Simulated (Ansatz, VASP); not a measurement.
# Two plane-wave programs on GaP

File POSCAR:

```
GaP
1.0
    0.0000000000      2.6708913017      2.6708913017
    2.6708913017      0.0000000000      2.6708913017
    2.6708913017      2.6708913017      0.0000000000
Ga P
1 1
Direct
    0.0000000000      0.0000000000      0.0000000000
    0.2500000000      0.2500000000      0.2500000000
```

The input INCAR.step1:

```
ALGO = Normal
EDIFF = 1E-4
ENCUT = 520
GGA = PE
ISMEAR = 0
LASPH = True
LCHARG = False
LREAL = False
LWAVE = True
NBANDS = 16
NELM = 60
PREC = Accurate
SIGMA = 0.01
```

File INCAR.step2:

```
ALGO = Normal
EDIFF = 1E-6
ENCUT = 520
ISIF = 2
ISMEAR = 0
ISTART = 1
LASPH = True
LCHARG = False
LMIXTAU = True
LREAL = False
LWAVE = False
METAGGA = R2SCAN
NBANDS = 16
NELM = 60
PREC = Accurate
SIGMA = 0.01
```

File KPOINTS:

```
k-points
0
Gamma
  8 8 8
```

Input for Ansatz:

```yaml
crystal:
  lattice:
    - [0.0, 2.6708913017, 2.6708913017]
    - [2.6708913017, 0.0, 2.6708913017]
    - [2.6708913017, 2.6708913017, 0.0]
  atoms:
    - { symbol: Ga, position: [0.0, 0.0, 0.0] }
    - { symbol: P, position: [0.25, 0.25, 0.25] }
kpoints:
  mp_grid: { grid: [8, 8, 8] }
  band_path:
    path:
      - [0.0, 0.0, 0.0]
      - [-0.5, -0.5, 0.0]
      - [-0.375, -0.375, 0.25]
      - [-0.375, 0.0, 0.375]
      - [0.0, 0.0, 0.5]
      - [-0.5, -0.25, 0.25]
      - [0.0, 0.429687, 0.429688]
    npoints: 1
hamiltonian:
  xc: r2scan
scf:
  occupations: { method: fixed }
  n_extra_bands: 4
output:
  forces: true
  stress: true
  eigenvalues: true
```

Change from the starting cell: hydrostatic strain -2.0%.

Alike in both runs: task single point; functional r2SCAN; k mesh 8 × 8 × 8; no spin polarisation.

```csv
,VASP,Ansatz
version,VASP 6.6.1,Ansatz 0.2.0
potentials or method,"VASP PAW PBE potentials, release 64 (Ga_d, P)","plane waves, PAW"
plane-wave cutoff (eV),520,500
occupations,"gaussian, width 0.01 eV",fixed
valence electrons in the cell,18,18
```

```csv
,VASP,Ansatz,Ansatz less VASP
gap on the k mesh at the Fermi level (eV),1.78,1.78,-0.004
pressure (GPa),6.1,6.1,+0.03
```

VASP's potentials were made for PBE, not for r2SCAN.
